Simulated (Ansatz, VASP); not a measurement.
# Os in VASP and in Ansatz

Contents of POSCAR:

```
Os
1.0
    2.7700791260      0.0000000000      0.0000000000
   -1.3850395630      2.3989588936      0.0000000000
    0.0000000000      0.0000000000      4.3765446767
Os
2
Direct
    0.6666666667      0.3333333333      0.7500000000
    0.3333333333      0.6666666667      0.2500000000
```

Contents of INCAR.step1:

```
ALGO = Normal ; EDIFF = 1E-5
ENCUT = 520 ; GGA = PE
ISIF = 2 ; ISMEAR = -1
LASPH = True ; LREAL = False
LWAVE = True ; NBANDS = 15
NELM = 100 ; PREC = Accurate
SIGMA = 0.05
```

File INCAR.step2:

```
AEXX = 0.5 ; AGGAC = 1.0
AGGAX = 0.5 ; ALDAC = 0.0
ALDAX = 0.5 ; ALGO = Normal
EDIFF = 1E-6 ; ENCUT = 520
GGA = B5 ; ISIF = 2
ISMEAR = -1 ; ISTART = 1
LASPH = True ; LCHARG = True
LELF = True ; LHFCALC = True
LREAL = False ; LVHAR = True
LWAVE = False ; NBANDS = 15
NELM = 100 ; PREC = Accurate
PRECFOCK = Normal ; SIGMA = 0.05
```

Contents of KPOINTS:

```
k-points
0
Gamma
  6 6 3
```

The input input.yaml:

```yaml
crystal:
  lattice:
    - [2.770079126, 0.0, 0.0]
    - [-1.385039563, 2.3989588936, 0.0]
    - [0.0, 0.0, 4.3765446767]
  atoms:
    - { symbol: Os, position: [0.6666666667, 0.3333333333, 0.75] }
    - { symbol: Os, position: [0.3333333333, 0.6666666667, 0.25] }
hamiltonian:
  xc: { name: BHLYP }
  pseudopotentials: { kind: paw }
kpoints:
  mp_grid: { grid: [6, 6, 3] }
scf:
  occupations: { method: fermi_dirac, width: 0.05 }
output:
  forces: true
  stress: true
  eigenvalues: true
  write_density: true
  write_potential: true
  elf: true
  volumetric_format: npy
```

Alike in both runs: task single point; functional BHLYP; k mesh 6 × 6 × 3; occupations fermi-dirac, width 0.05 eV; no spin polarisation.

|  | VASP | Ansatz |
| --- | --- | --- |
| version | VASP 6.6.1 | Ansatz 0.2.0 |
| potentials or method | VASP PAW PBE potentials, release 64 (Os) | Ansatz PAW |
| plane-wave cutoff (eV) | 520 | 420 |
| valence electrons in the cell | 16 | 32 |

|  | VASP | Ansatz | Ansatz less VASP |
| --- | --- | --- | --- |
| gap on the k mesh at the Fermi level (eV) | none | none | - |
| pressure (GPa) | -14.4 | -17.8 | -3.38 |
| traceless stress, the component that is largest in VASP (GPa) | -5.88 | -6.81 | -0.926 |

VASP's potentials were made for PBE, not for BHLYP. A gap of «none» marks a metal or a gap that the smearing closes. VASP's potentials hold 16 valence electrons a cell and Ansatz's 32, so a difference there can come from the potentials and not from the codes.

The k mesh is coarse, so the values compare programs but aren't converged. Spin-orbit coupling is off throughout.
